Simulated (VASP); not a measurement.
La2Y2O, 5 atoms in the cell. Symmetry: P-3m1, No. 164, trigonal system. The conventional cell has a = 3.520 Å, b = 3.520 Å, c = 10.900 Å, α = 90.00°, β = 90.00°, γ = 120.00°. La (site symmetry 3m) has 3 Y at 3.44 Å and 9 La at 3.49 to 3.52 Å and 3 O at 4.52 Å within 4.6 Å. Y (site symmetry 3m) has 3 O at 2.39 Å and 3 Y at 3.23 Å within 3.3 Å. O (site symmetry -3m) has 6 Y at 2.39 Å within 3.2 Å. 

| Item | Value |
| --- | --- |
| Program | VASP 6.6.1 |
| Task | relaxation of cell and atoms |
| Functional | PBE |
| Potentials or basis | VASP PAW PBE potentials, release 64 (La, Y_sv, O) |
| Cutoff | 600 eV |
| k mesh | 5 × 5 × 2 |
| Occupations | gaussian, width 0.2 eV |
| Spin | no spin polarisation |
| Dipole correction | no |
| Further INCAR settings | ALGO = Normal; EDIFF = 1e-06; IBRION = 2; EDIFFG = -0.08; NSW = 36; ISIF = 3 |

Potentials or basis: VASP PAW PBE potentials, release 64 (La, Y_sv, O).

Run with:

```bash
$ cat potpaw_PBE.64/La/POTCAR potpaw_PBE.64/Y_sv/POTCAR potpaw_PBE.64/O/POTCAR > POTCAR
$ mpirun -np 1 vasp_std > vasp.out
```

Hardware: 1 thread of Intel(R) Xeon(R) 6975P-C (Granite Rapids), on a shared host.

Task: Estimate the wall time of this run.

Result: Run time: 9 min on 1 thread of Intel(R) Xeon(R) 6975P-C (Granite Rapids), with other jobs on the host, peak memory 0.3 GiB. Counts: scf iterations 91, k points 10, ion steps 8.
